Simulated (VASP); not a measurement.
Input of a VASP 6.6.1 run:

The input INCAR:

```
PREC = Accurate ; ENCUT = 600
EDIFF = 1E-6 ; ISMEAR = -1
SIGMA = 0.1 ; LREAL = F
LASPH = T ; NELM = 80
ALGO = Normal ; ISIF = 4
LWAVE = F ; LCHARG = F
GGA = PE ; IBRION = 2
NSW = 50 ; EDIFFG = -0.005
```

File KPOINTS:

```
Automatic mesh
0
Gamma
  14 14 8
```

Contents of POSCAR:

```
Ge
1.0
    2.1864084664      0.0000000000      0.0000000000
   -1.0932042332      1.8934852750      0.0000000000
    0.0000000000      0.0000000000      3.7423021445
Ge
2
Direct
    0.3333333333      0.6666666667      0.2500000000
    0.6666666667      0.3333333333      0.7500000000
```

Potentials or basis: VASP PAW PBE potentials, release 64 (Ge_d).

Run with:

```bash
$ cat potpaw_PBE.64/Ge_d/POTCAR > POTCAR
$ mpirun -np 1 vasp_std > vasp.out
```

**Question.** What does it give for the band gap on the k mesh?

**Answer.** Zero (bands 14 and 15 overlap by 19.99 eV).

Final structure:
```xyz
2
Lattice="2.2186 0.0000 0.0000 -1.1093 1.9213 0.0000 0.0000 0.0000 3.6346" Properties=species:S:1:pos:R:3 pbc="T T T"
Ge    0.0000    1.2809    0.9086
Ge    1.1093    0.6404    2.7259
```
